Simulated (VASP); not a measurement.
# ZnSe (F-43m) in VASP: further runs, part 3 of 3

VASP 6.6.1. Earlier steps stand in the parts before.

## Step 6: Single point, LDA (22.22 Å³/atom)

This run uses another cell than the first one, of 22.22 Å³/atom.

INCAR reads:

```
SYSTEM = ZnSe
PREC = Accurate
ENCUT = 500
EDIFF = 1E-6
ISMEAR = 0
SIGMA = 0.02
LREAL = .FALSE.
LASPH = .TRUE.
NELM = 120
ALGO = Normal
ISIF = 2
LWAVE = .FALSE.
LCHARG = .FALSE.
GGA = CA
NBANDS = 16
GGA_COMPAT = .FALSE.
```

KPOINTS reads:

```
regular mesh
0
G
  8 8 8
  0 0 0
```

POSCAR reads:

```
ZnSe
1.0
    0.0000000000      2.8112369700      2.8112369700
    2.8112369700      0.0000000000      2.8112369700
    2.8112369700      2.8112369700      0.0000000000
Zn Se
1 1
Direct
    0.0000000000      0.0000000000      0.0000000000
    0.2500000000      0.2500000000      0.2500000000
```

Potentials or basis: VASP PAW LDA potentials, release 64 (Zn, Se).

Started as:

```bash
> cat potpaw_LDA.64/Zn/POTCAR potpaw_LDA.64/Se/POTCAR > POTCAR
> mpirun -np 1 vasp_std > vasp.out
```

OUTCAR:

```text
SYSTEM = ZnSe
   PREC = Accurate
   ENCUT = 500
   EDIFF = 1E-6
   ISMEAR = 0
   LREAL = .FALSE.
   LASPH = .TRUE.
   NELM = 120
   ISIF = 2
   GGA = CA

 ion  position               nearest neighbor table
   1  0.000  0.000  0.000-   2 2.43   2 2.43   2 2.43   2 2.43
   2  0.250  0.250  0.250-   1 2.43   1 2.43   1 2.43   1 2.43

  LATTYP: Found a face centered cubic cell.
 ALAT       =     5.6224739400

  Lattice vectors:

 A1 = (   0.0000000000,   2.8112369700,   2.8112369700)
 A2 = (   2.8112369700,   0.0000000000,   2.8112369700)
 A3 = (   2.8112369700,   2.8112369700,   0.0000000000)

Analysis of symmetry for initial positions (statically):
=====================================================================
 Subroutine PRICEL returns:
 Original cell was already a primitive cell.

 Routine SETGRP: Setting up the symmetry group for a
 face centered cubic supercell.

 Subroutine GETGRP returns: Found 24 space group operations
 (whereof 24 operations were pure point group operations)
 out of a pool of 48 trial point group operations.

The static configuration has the point symmetry T_d .

Analysis of symmetry for dynamics (positions and initial velocities):
=====================================================================
 Subroutine PRICEL returns:
 Original cell was already a primitive cell.

 Routine SETGRP: Setting up the symmetry group for a
 face centered cubic supercell.

 Subroutine GETGRP returns: Found 24 space group operations
 (whereof 24 operations were pure point group operations)
 out of a pool of 48 trial point group operations.

The dynamic configuration has the point symmetry T_d .

 Subroutine INISYM returns: Found 24 space group operations
 (whereof 24 operations are pure point group operations),
 and found     1 'primitive' translations

----------------------------------------------------------------------------------------

[... 111 lines left out ...]
     AMIX     =   0.40;   BMIX     =  1.00
     AMIX_MAG =   1.60;   BMIX_MAG =  1.00
  volume/ion in A,a.u.               =      22.22       149.93
  Fermi-wavevector in a.u.,A,eV,Ry     =   1.211318  2.289059 19.963714  1.467292
  Thomas-Fermi vector in A             =   2.346837
   LORBIT       =      0    0 simple, 1 ext, 2 COOP (PROOUT), +10 PAW based schemes
   GGA     = CA    functional components
   LHFCALC =     F    Hartree Fock is set to
   AEXX    =    0.0000 exact exchange contribution
   IVDW    =     0    specifies the selected vdW correction
   LEPSILON=     F    determine dielectric tensor
   LRPA    =     F    only Hartree local field effects (RPA)
 non-spin polarized calculation
 Gauss-broadening in eV      SIGMA  =   0.02
  energy-cutoff  :      500.00
  volume of cell :       44.43
 maximum number of plane-waves:      1158
 NGX is ok and might be reduce to    30
   NGX = 15   NGY = 15   NGZ = 15

 number of electron      17.9999996 magnetization

 Free energy of the ion-electron system (eV)
  ---------------------------------------------------
  ext. energy  EPLUGINS =         0.00000000
  ---------------------------------------------------
  free energy    TOTEN  =        -7.36638106 eV

  energy without entropy =       -7.36638106  energy(sigma->0) =       -7.36638106

 E-fermi :   1.8290     XC(G=0):  -9.8057

 val. band max:        1.7209780780   @ k =   0.0000   0.0000   0.0000
 cond. band min:       2.8875230936   @ k =   0.0000   0.0000   0.0000
 fundamental gap:      1.1665450156
 Fermi energy:         1.8290345591

 k-point     1 :       0.0000    0.0000    0.0000
  band No.  band energies     occupation
      1     -11.7251      2.00000
      2      -5.0458      2.00000
      3      -5.0458      2.00000
      4      -5.0458      2.00000
      5      -4.6649      2.00000
      6      -4.6649      2.00000
[... 433 lines left out ...]
      3      -4.9008      2.00000
      4      -4.7004      2.00000
      5      -4.6578      2.00000
      6      -4.4406      2.00000
[... 8 lines left out ...]
     15      14.4129      0.00000
     16      15.2544      0.00000

 [... further k-points ...]

------------------------ aborting loop because EDIFF is reached ----------------------------------------

  FORCE on cell =-STRESS in cart. coord.  units (eV):
  Direction    XX          YY          ZZ          XY          YZ          ZX
  --------------------------------------------------------------------------------------
  -------------------------------------------------------------------------------------
  Total       -0.4573163     -0.4573163     -0.4573163      0.0000000      0.0000000      0.0000000
  in kB      -16.4894008    -16.4894008    -16.4894008      0.0000000      0.0000000      0.0000000
  external PRESSURE =     -16.4894008 kB  Pullay stress =       0.0000000 kB

 VOLUME and BASIS-vectors are now :
 -----------------------------------------------------------------------------
  energy-cutoff  :      500.00
  volume of cell :       44.43
      direct lattice vectors                 reciprocal lattice vectors
     0.000000000  2.811236970  2.811236970    -0.177857650  0.177857650  0.177857650
     2.811236970  0.000000000  2.811236970     0.177857650 -0.177857650  0.177857650
     2.811236970  2.811236970  0.000000000     0.177857650  0.177857650 -0.177857650

 POSITION                                       TOTAL-FORCE (eV/Angst)
 -----------------------------------------------------------------------------------
      0.00000      0.00000      0.00000        -0.000000     -0.000000      0.000000
      1.40562      1.40562      1.40562         0.000000      0.000000     -0.000000
 -----------------------------------------------------------------------------------
    total drift:                               -0.000000     -0.000000     -0.000000

  FREE ENERGIE OF THE ION-ELECTRON SYSTEM (eV)
  ---------------------------------------------------
  free  energy   TOTEN  =        -7.3663810621 eV

  energy  without entropy=       -7.3663810621  energy(sigma->0) =       -7.36638106
```

It took 15 s on 1 thread of Intel Xeon Platinum 8488C (Sapphire Rapids), shared host; peak memory 0.15 GiB.

What came out:

| Quantity | Value |
| --- | --- |
| Free energy | -7.3664 eV |
| Pressure | -1.6 GPa |
| Band gap on the k mesh | 1.17 eV |

## Step 7: The runs side by side

```csv
cell,gap on the mesh (eV),pressure (GPa)
"a = 3.856 Å, angles 60.0°, 2 atoms",1.56,5.6
"a = 3.815 Å, angles 60.0°, 2 atoms",1.70,8.9
"a = 3.897 Å, angles 60.0°, 2 atoms",1.42,2.8
"a = 3.937 Å, angles 60.0°, 2 atoms",1.29,0.4
"a = 3.976 Å, angles 60.0°, 2 atoms",1.17,-1.6
```

Alike in all rows: task single point; level LDA; potentials or basis VASP PAW LDA potentials, release 64 (Zn, Se); no spin polarisation; k mesh 8 × 8 × 8; cutoff (eV) 500; smearing gaussian 0.02 eV.

Caveats: the cell stands under pressure (at least some runs).

Total energies depend on the potentials used, so only differences within one code and one set of settings carry meaning.
